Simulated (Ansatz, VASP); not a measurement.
## Al4FeCo3: VASP beside Ansatz

```
Al Fe Co
1.0
     0.00021   -0.00007    2.85361
     5.70800    0.00001    0.00038
     0.00001    5.70958   -0.00013
Al Fe Co
4 1 3
Direct
  0.99998 0.74761 0.74762
  0.99993 0.74763 0.25237
  0.00001 0.25239 0.74761
  0.00002 0.25238 0.25240
  0.50002 0.50001 0.50000
  0.50002 0.49999 0.00001
  0.50002 0.99998 0.50001
  0.50000 0.00001 0.99999
```

Change from the starting cell: cell x1, atoms moved at random (sigma 0.05 Å) and cell strained at random (1.5 %), then relaxed without symmetry.

Alike in both runs: functional PBE; k mesh 8 × 4 × 4; occupations gaussian, width 0.2 eV; no spin polarisation.

Ansatz relaxed the structure, and its values are those at the end. VASP's run is a single point on that final structure, the one shown.

```csv
,VASP,Ansatz
version,VASP 6.6.1,Ansatz 0.2.0
potentials or method,"VASP PAW PBE potentials, release 64 (Al, Fe, Co), cutoff 520 eV","scalar-relativistic, plane waves, PAW"
valence electrons in the cell,47,79
```

```tsv
	VASP	Ansatz	Ansatz less VASP
gap on the k mesh at the Fermi level (eV)	none	none	-
pressure (GPa)	0.1	0.1	+0.05
```

A gap of «none» marks a metal or a gap that the smearing closes. VASP's potentials hold 47 valence electrons a cell and Ansatz's 79, so a difference there can come from the potentials and not from the codes.
